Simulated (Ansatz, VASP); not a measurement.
Two plane-wave programs on Y

File INCAR:

```
ALGO = Fast
EDIFF = 1E-6
EDIFFG = -0.01
ENCUT = 600
GGA = PE
IBRION = 2
ISIF = 3
ISMEAR = 0
LASPH = True
LCHARG = False
LREAL = False
LWAVE = False
NELM = 60
NSW = 100
PREC = Accurate
SIGMA = 0.1
```

The input KPOINTS:

```
k-points
0
Gamma
  14 14 14
```

The input POSCAR:

```
Y
1.0
   -2.0978409962      2.0978409962      2.0978409962
    2.0978409962     -2.0978409962      2.0978409962
    2.0978409962      2.0978409962     -2.0978409962
Y
1
Direct
    0.0000000000      0.0000000000      0.0000000000
```

Input for Ansatz:

```yaml
crystal:
  lattice:
    - [-2.0978409962, 2.0978409962, 2.0978409962]
    - [2.0978409962, -2.0978409962, 2.0978409962]
    - [2.0978409962, 2.0978409962, -2.0978409962]
  atoms:
    - { symbol: "Y", position: [0.0, 0.0, 0.0] }
basis:
  ecutwfc: 420
kpoints:
  mp_grid: { grid: [14, 14, 14] }
hamiltonian:
  xc: pbe
scf:
  occupations: { method: gaussian, width: 0.1 }
output:
  forces: true
  stress: true
  eigenvalues: true
relax:
  adjacent_minimum: "off"
  f_tol: 0.01
  max_steps: 80
  cell: { stress_tol: 0.05 }
```

Alike in both runs: task relaxation of cell and atoms; functional PBE; k mesh 14 × 14 × 14; occupations gaussian, width 0.1 eV; no spin polarisation.

```csv
,VASP,Ansatz
version,VASP 6.6.1,Ansatz 0.2.0
potentials or method,"VASP PAW PBE potentials, release 64 (Y_sv), cutoff 600 eV","scalar-relativistic, plane waves, PAW"
valence electrons in the cell,11,11
```

VASP gave:

- gap on the k mesh at the Fermi level, each at its own relaxed structure (eV): none
- relaxed volume (Å³/atom): 32.87
- relaxed cell length with the largest relative difference (Å): 3.495

Problem. Estimate Ansatz's values.

Solution. gap on the k mesh at the Fermi level, each at its own relaxed structure (eV): none; relaxed volume (Å³/atom): 32.97; relaxed cell length with the largest relative difference (Å): 3.499.

A gap of «none» marks a metal or a gap that the smearing closes.
